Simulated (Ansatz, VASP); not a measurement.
Two plane-wave programs on K3Zn2Bi

```xyz
6
Lattice="7.1614 0.0000 0.0000 -3.5807 6.2020 0.0000 0.0000 0.0000 5.2388" Properties=species:S:1:pos:R:3 pbc="T T T"
K     3.5807    0.0000    2.6194
K     1.7904    3.1010    2.6194
K    -1.7904    3.1010    2.6194
Zn    0.0000    4.1346    0.0000
Zn    3.5807    2.0673    0.0000
Bi    0.0000    0.0000    0.0000
```

Alike in both runs: functional PBE; k mesh 6 × 6 × 8; occupations gaussian, width 0.1 eV; no spin polarisation.

Ansatz relaxed the structure, and its values are those at the end. VASP's run is a single point on that final structure, the one shown.

```csv
,VASP,Ansatz
version,VASP 6.6.1,Ansatz 0.2.0
potentials or method,"VASP PAW PBE potentials, release 64 (K_sv, Zn, Bi_d), cutoff 520 eV","scalar-relativistic, plane waves, PAW"
valence electrons in the cell,66,66
```

```csv
,VASP,Ansatz,Ansatz less VASP
gap on the k mesh at the Fermi level (eV),none,none,-
pressure (GPa),0.0,0.0,+0.02
```

A gap of «none» marks a metal or a gap that the smearing closes.

Neither program's run includes spin-orbit coupling.
